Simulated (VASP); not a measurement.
# S (R-3m) in VASP: notebook

The runs below take S through relaxation of cell and atoms, with PBE.

Program: VASP 6.6.1. These are calculated values, not measurements. Logs are shortened: lines on timing, memory, paths and dates and some standing lists are left out, and cuts for length are marked.

### Step 1. The cell of the first run

It takes space group R-3m (No. 166, trigonal). Conventional cell: a = 2.744 Å, b = 2.744 Å, c = 4.535 Å, α = 90.00°, β = 90.00°, γ = 120.00°. S (site symmetry -3m) has 12 S at 2.19 to 2.74 Å within 2.9 Å.

### Step 2. Relaxation of cell and atoms, PBE, target pressure 110 GPa, at which the enthalpy is minimised

INCAR reads:

```
SYSTEM = S
  ALGO = Normal
  EDIFF = 1E-6
  EDIFFG = -0.005
  ENCUT = 600
  GGA = PE
  IBRION = 2
  ISIF = 3
  ISMEAR = -1
  LASPH = .TRUE.
  LCHARG = .FALSE.
  LREAL = .FALSE.
  LWAVE = .FALSE.
  NELM = 100
  NSW = 32
  PREC = Accurate
  PSTRESS = 1100.0
  SIGMA = 0.08
```

KPOINTS reads:

```
k-points
0
G
  15 15 15
  0 0 0
```

POSCAR reads:

```
S
1.0
    1.3718049391     -0.7920119508      3.0236114604
    0.0000000000      1.5840239017      3.0236114604
   -1.3718049391     -0.7920119508      3.0236114604
S
2
Direct
    0.2500000675      0.2500000675      0.2500000675
   -0.2500000675     -0.2500000675     -0.2500000675
```

Potentials or basis: VASP PAW PBE potentials, release 64 (S).

The run is started by

```sh
> cat potpaw_PBE.64/S/POTCAR > POTCAR
> mpirun -np 1 vasp_std > vasp.out
```

OUTCAR:

```text
SYSTEM = S
   EDIFF = 1E-6
   EDIFFG = -0.005
   ENCUT = 600
   GGA = PE
   IBRION = 2
   ISIF = 3
   ISMEAR = -1
   LASPH = .TRUE.
   LREAL = .FALSE.
   NELM = 100
   NSW = 32
   PREC = Accurate
   PSTRESS = 1100.0

 ion  position               nearest neighbor table
   1  0.250  0.250  0.250-   2 2.19   2 2.19   2 2.19   2 2.19   2 2.19   2 2.19
   2  0.750  0.750  0.750-   1 2.19   1 2.19   1 2.19   1 2.19   1 2.19   1 2.19

  LATTYP: Found a trigonal (rhomboedric) cell.
 ALAT       =     3.4134085581
 COS(alpha) =     0.6769734836

  Lattice vectors:

 A1 = (   1.3718049391,  -0.7920119508,   3.0236114604)
 A2 = (   0.0000000000,   1.5840239017,   3.0236114604)
 A3 = (  -1.3718049391,  -0.7920119508,   3.0236114604)

Analysis of symmetry for initial positions (statically):
=====================================================================
 Subroutine PRICEL returns following result:

  LATTYP: Found a trigonal (rhomboedric) cell.
 ALAT       =     2.1896785129
 COS(alpha) =     0.2150276814

  Lattice vectors:

 A1 = (   1.3718049391,   0.7920119508,   1.5118069548)
 A2 = (  -1.3718049391,   0.7920119509,   1.5118045056)
 A3 = (   0.0000000000,  -1.5840239016,   1.5118069548)

   2 primitive cells build up your supercell.

 Routine SETGRP: Setting up the symmetry group for a
 trigonal (rhombohedral) supercell.

 Subroutine GETGRP returns: Found 12 space group operations
 (whereof 12 operations were pure point group operations)
 out of a pool of 12 trial point group operations.

The static configuration has the point symmetry D_3d.

Analysis of symmetry for dynamics (positions and initial velocities):
=====================================================================
 Subroutine PRICEL returns following result:

  LATTYP: Found a trigonal (rhomboedric) cell.
 ALAT       =     2.1896785129
 COS(alpha) =     0.2150276814

  Lattice vectors:

 A1 = (   1.3718049391,   0.7920119508,   1.5118069548)
 A2 = (  -1.3718049391,   0.7920119509,   1.5118045056)
 A3 = (   0.0000000000,  -1.5840239016,   1.5118069548)

   2 primitive cells build up your supercell.

 Routine SETGRP: Setting up the symmetry group for a
 trigonal (rhombohedral) supercell.

 Subroutine GETGRP returns: Found 12 space group operations
 (whereof 12 operations were pure point group operations)
 out of a pool of 12 trial point group operations.

The dynamic configuration has the point symmetry D_3d.

 Subroutine INISYM returns: Found 12 space group operations
 (whereof 12 operations are pure point group operations),
 and found     2 'primitive' translations

----------------------------------------------------------------------------------------

                                     Primitive cell

  volume of cell :       9.8553

  direct lattice vectors                    reciprocal lattice vectors
     1.371804939  0.792011951  1.511806955     0.364483110  0.210434649  0.220486824
    -1.371804939  0.792011951  1.511804506    -0.364483503  0.210434649  0.220486824
     0.000000000 -1.584023902  1.511806955    -0.000000197 -0.420868957  0.220486824

  length of vectors
     2.189678513  2.189676822  2.189678513     0.475126423  0.475126725  0.475126423

  position of ions in fractional coordinates (direct lattice)
     0.500000000  0.500000000  0.500000000

  ion indices of the primitive-cell ions
   primitive index   ion index
                 1           1

----------------------------------------------------------------------------------------

 KPOINTS: k-points

Automatic generation of k-mesh.
 Grid dimensions read from file:
 generate k-points for:   15   15   15

 Generating k-lattice:

  Cartesian coordinates                     Fractional coordinates (reciprocal lattice)
     0.024298887 -0.014028969  0.007349563     0.066666667  0.000000000  0.000000000
     0.000000000  0.028057938  0.007349563    -0.000000000  0.066666667 -0.000000000
    -0.024298887 -0.014028969  0.007349563     0.000000000  0.000000000  0.066666667

  Length of vectors
     0.029004551  0.029004551  0.029004551

  Shift w.r.t. Gamma in fractional coordinates (k-lattice)
     0.000000000  0.000000000  0.000000000

 Subroutine IBZKPT returns following result:
 ===========================================

 Found    344 irreducible k-points:

 Following reciprocal coordinates:
            Coordinates               Weight
  0.000000  0.000000  0.000000      1.000000
  0.066667  0.000000  0.000000      6.000000
  0.133333  0.000000  0.000000      6.000000
  0.200000  0.000000  0.000000      6.000000
  0.266667  0.000000  0.000000      6.000000
  0.333333  0.000000  0.000000      6.000000
[... 16 lines left out ...]
  0.133333  0.133333  0.000000      6.000000
  0.200000  0.133333 -0.000000     12.000000
 [... further k-points ...]
   k-points           NKPTS =    344   k-points in BZ     NKDIM =    344   number of bands    NBANDS=     10
   number of dos      NEDOS =    301   number of ions     NIONS =      2
   total plane-waves  NPLWV =  21952
   dimension x,y,z NGX =    28 NGY =   28 NGZ =   28
   dimension x,y,z NGXF=    56 NGYF=   56 NGZF=   56
   ions per type =               2
   NGX,Y,Z   is equivalent  to a cutoff of  13.64, 13.64, 13.64 a.u.
   NGXF,Y,Z  is equivalent  to a cutoff of  27.27, 27.27, 27.27 a.u.
 SYSTEM =  S
   PREC   = accura    normal or accurate (medium, high low for compatibility)
   ISTART =      0    job   : 0-new  1-cont  2-samecut
   ICHARG =      2    charge: 1-file 2-atom 10-const
   ISPIN  =      1    spin polarized calculation?
   LNONCOLLINEAR =      F non collinear calculations
   LSORBIT =      F    spin-orbit coupling
   LASPH  =      T    aspherical Exc in radial PAW
   ENCUT  =  600.0 eV  44.10 Ry    6.64 a.u.   6.82  6.82  6.82*2*pi/ulx,y,z
   NELM   =    100;   NELMIN=  2; NELMDL= -5     # of ELM steps
   EDIFF  = 0.1E-05   stopping-criterion for ELM
   LREAL  =      F    real-space projection
   EDIFFG = -.5E-02   stopping-criterion for IOM
   NSW    =     32    number of steps for IOM
   IBRION =      2    ionic relax: 0-MD 1-quasi-New 2-CG
   NFREE  =      1    steps in history (QN), initial steepest desc. (CG)
   ISIF   =      3    stress and relaxation
   ISYM   =      2    0-nonsym 1-usesym 2-fastsym
   POTIM  = 0.5000    time-step for ionic-motion
   TEBEG  =    0.0;   TEEND  =   0.0 temperature during run
   PSTRESS= 1100.0 pullay stress
   NELECT =      12.0000    total number of electrons
   NUPDOWN=      -1.0000    fix difference up-down
   EMIN   =  10.00;   EMAX   =-10.00  energy-range for DOS
   EFERMI =   0.00;   METHOD = LEGACY
   ISMEAR =    -1;   SIGMA  =   0.08  broadening in eV -4-tet -1-fermi 0-gaus
   EFERMI_NEDOS =   21; number of points for ismear=-14 and -15
   IALGO  =     38    algorithm
   IMIX   =      4    mixing-type and parameters
     AMIX     =   0.40;   BMIX     =  1.00
     AMIX_MAG =   1.60;   BMIX_MAG =  1.00
  volume/ion in A,a.u.               =       9.86        66.51
  Fermi-wavevector in a.u.,A,eV,Ry     =   1.387506  2.622006 26.193559  1.925172
  Thomas-Fermi vector in A             =   2.511720
   LORBIT       =      0    0 simple, 1 ext, 2 COOP (PROOUT), +10 PAW based schemes
   GGA     = PE    functional components
   LHFCALC =     F    Hartree Fock is set to
   AEXX    =    0.0000 exact exchange contribution
   IVDW    =     0    specifies the selected vdW correction
   LEPSILON=     F    determine dielectric tensor
   LRPA    =     F    only Hartree local field effects (RPA)
 conjugate gradient relaxation of ions
 non-spin polarized calculation
  energy-cutoff  :      600.00
  volume of cell :       19.71
 maximum number of plane-waves:       696
   NGX = 13   NGY = 13   NGZ = 13

--------------------------------------- Ionic step        1  -------------------------------------------

 number of electron      12.0000001 magnetization

 Free energy of the ion-electron system (eV)
  ---------------------------------------------------
  ext. energy  EPLUGINS =         0.00000000
  ---------------------------------------------------
  free energy    TOTEN  =        -3.64538325 eV

  energy without entropy =       -3.63068076  energy(sigma->0) =       -3.63803201

------------------------ aborting loop because EDIFF is reached ----------------------------------------

  FORCE on cell =-STRESS in cart. coord.  units (eV):
  Direction    XX          YY          ZZ          XY          YZ          ZX
  --------------------------------------------------------------------------------------
  -------------------------------------------------------------------------------------
  Total       13.3976123     13.3976123     13.4913710      0.0000000      0.0000000      0.0000000
  in kB     1089.0220125   1089.0220124   1096.6431681      0.0000000      0.0000000      0.0000000
  external PRESSURE =      -8.4376024 kB  Pullay stress =    1100.0000000 kB
[... 97 lines left out ...]
  energy  without entropy=       -3.5951926663  energy(sigma->0) =       -3.60259036

  enthalpy is  TOTEN    =         9.8871224677 eV   P V=       13.4971105157

[... ionic steps 4 to 12 ...]

--------------------------------------- Ionic step       13  -------------------------------------------

 number of electron      12.0000001 magnetization

------------------------ aborting loop because EDIFF is reached ----------------------------------------
[... 71 lines left out ...]
--------------------------------------- Ionic step       15  -------------------------------------------

 number of electron      12.0000001 magnetization

 Free energy of the ion-electron system (eV)
  ---------------------------------------------------
  ext. energy  EPLUGINS =         0.00000000
  ---------------------------------------------------
  free energy    TOTEN  =        -3.63312258 eV

  energy without entropy =       -3.61835061  energy(sigma->0) =       -3.62573659

 E-fermi :  16.5485     XC(G=0): -13.4111

 val. band max:       16.5441948217   @ k =   0.2000   0.2000   0.1333
 cond. band min:      16.5528656680   @ k =  -0.4000   0.2667   0.2667
 fundamental gap:      0.0086708463
 Fermi energy:        16.5484591945

 k-point     1 :       0.0000    0.0000    0.0000
  band No.  band energies     occupation
      1      -7.2295      2.00000
      2       6.0398      2.00000
      3       8.1549      2.00000
      4      14.0470      2.00000
      5      14.0470      2.00000
      6      20.0755      0.00000
      7      20.0755      0.00000
      8      20.8104      0.00000
      9      22.2891      0.00000
     10      22.2891      0.00000
[... 287 lines left out ...]
 k-point    24 :       0.2000    0.1333   -0.0000
  band No.  band energies     occupation
      1      -6.2910      2.00000
      2       4.6407      2.00000
      3       9.6975      2.00000
      4      11.7720      2.00000
      5      12.9875      2.00000
      6      14.0622      2.00000
      7      19.2075      0.00000
      8      20.2848      0.00000
      9      21.4504      0.00000
     10      23.9134      0.00000

 [... further k-points ...]

------------------------ aborting loop because EDIFF is reached ----------------------------------------

  FORCE on cell =-STRESS in cart. coord.  units (eV):
  Direction    XX          YY          ZZ          XY          YZ          ZX
  --------------------------------------------------------------------------------------
  -------------------------------------------------------------------------------------
  Total       13.5224749     13.5224748     13.5198609      0.0000000      0.0000000     -0.0000000
  in kB     1100.2069962   1100.2069923   1099.9943237      0.0000000      0.0000005     -0.0000000
  external PRESSURE =       0.1361041 kB  Pullay stress =    1100.0000000 kB
[... 21 lines left out ...]
  energy  without entropy=       -3.6183506061  energy(sigma->0) =       -3.62573659

  enthalpy is  TOTEN    =         9.8868081208 eV   P V=       13.5199307011

 reached required accuracy - stopping structural energy minimisation
```

Wall time 4.2 min (1 thread of Intel Xeon 6975P-C (Granite Rapids), shared host); peak memory 0.21 GiB.

What came out:

* Free energy: -3.6331 eV
* Relaxed volume: 9.85 Å³/atom
* Relaxed cell: a = 3.443 Å, b = 3.443 Å, c = 3.443 Å, α = 46.61°, β = 46.61°, γ = 46.61°
* Space group after relaxing (to 0.1 Å): R-3m (No. 166)
* Energy change on relaxing (the run minimises the enthalpy): +6.1 meV/atom
* Ionic steps: 15
* Pressure after relaxing: 110.0 GPa
* Band gap on the k mesh: zero (bands 6 and 7 overlap by 7.43 eV)

Step by step:
```tsv
step	energy change (eV)	largest force (eV/Å)	pressure (GPa)	volume (Å³)
1	0.0000	0.0000	109.16	19.71
2	0.1018	0.0000	111.88	19.56
3	0.0354	0.0000	110.11	19.66
4	0.0319	0.0000	110.07	19.66
5	0.0232	0.0000	110.00	19.68
6	0.0063	0.0000	109.77	19.70
7	-0.0251	0.0000	108.84	19.75
8	0.0040	0.0000	109.74	19.70
9	0.0277	0.0000	110.43	19.67
10	0.0160	0.0000	110.08	19.69
11	0.0165	0.0000	110.09	19.69
12	0.0167	0.0000	110.12	19.69
13	0.0171	0.0000	110.15	19.69
14	0.0037	0.0000	109.77	19.70
15	0.0123	0.0000	110.01	19.69
```

Final structure:
```
CELL_PARAMETERS angstrom
1.36235 -0.78655 3.06285
0.00000 1.57310 3.06285
-1.36235 -0.78655 3.06285
ATOMIC_POSITIONS crystal
S 0.25000 0.25000 0.25000
S 0.75000 0.75000 0.75000
```

Caveat: the cell is relaxed towards a set pressure, so the run minimises the enthalpy, not the energy.

[end of part 1 of 2]
